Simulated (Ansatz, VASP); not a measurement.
# One calculation of GaAs, two programs

INCAR

```
PREC = Accurate
ENCUT = 520
EDIFF = 1E-6
ISMEAR = 0
SIGMA = 0.05
LREAL = F
LASPH = T
NELM = 100
ALGO = Normal
ISIF = 2
LWAVE = F
LCHARG = F
GGA = PS
NBANDS = 16
```

The input KPOINTS:

```
Automatic mesh
0
Gamma
  12 12 12
```

File POSCAR:

```
GaAs
1.0
    0.0000000000      2.7384524391      3.0122976830
    2.7384524391      0.0000000000      3.0122976830
    2.7384524391      2.7384524391      0.0000000000
Ga As
1 1
Direct
    0.0000000000      0.0000000000      0.0000000000
    0.7500000000      0.7500000000      0.7500000000
```

Input for Ansatz:

```yaml
crystal:
  lattice:
    - [0.0, 2.7384524391, 3.012297683]
    - [2.7384524391, 0.0, 3.012297683]
    - [2.7384524391, 2.7384524391, 0.0]
  atoms:
    - { symbol: Ga, position: [0.0, 0.0, 0.0] }
    - { symbol: As, position: [0.75, 0.75, 0.75] }
basis:
  ecutwfc: 420
kpoints:
  mp_grid: { grid: [12, 12, 12] }
hamiltonian:
  xc: pbesol
scf:
  occupations: { method: gaussian, width: 0.05 }
output:
  forces: true
  stress: true
  eigenvalues: true
```

Alike in both runs: task single point; functional PBEsol; k mesh 12 × 12 × 12; occupations gaussian, width 0.05 eV; no spin polarisation.

```csv
,VASP,Ansatz
version,VASP 6.6.1,Ansatz 0.2.0
potentials or method,"VASP PAW PBE potentials, release 64 (Ga_d, As), cutoff 520 eV","scalar-relativistic, plane waves, PAW"
valence electrons in the cell,18,28
```

Ansatz gave:

| Item | Value |
| --- | --- |
| gap on the k mesh at the Fermi level (eV) | 0.15 |
| least direct gap on the mesh (eV) | 0.15 |
| pressure (GPa) | 0.1 |
| traceless stress, the component that is largest in VASP (GPa) | -4.52 |

**Question.** What did VASP give for the same quantities?

**Answer.** gap on the k mesh at the Fermi level (eV): 0.17; least direct gap on the mesh (eV): 0.17; pressure (GPa): 0.3; traceless stress, the component that is largest in VASP (GPa): -4.52.

VASP's potentials were made for PBE, not for PBEsol. VASP's potentials hold 18 valence electrons a cell and Ansatz's 28, so a difference there can come from the potentials and not from the codes.
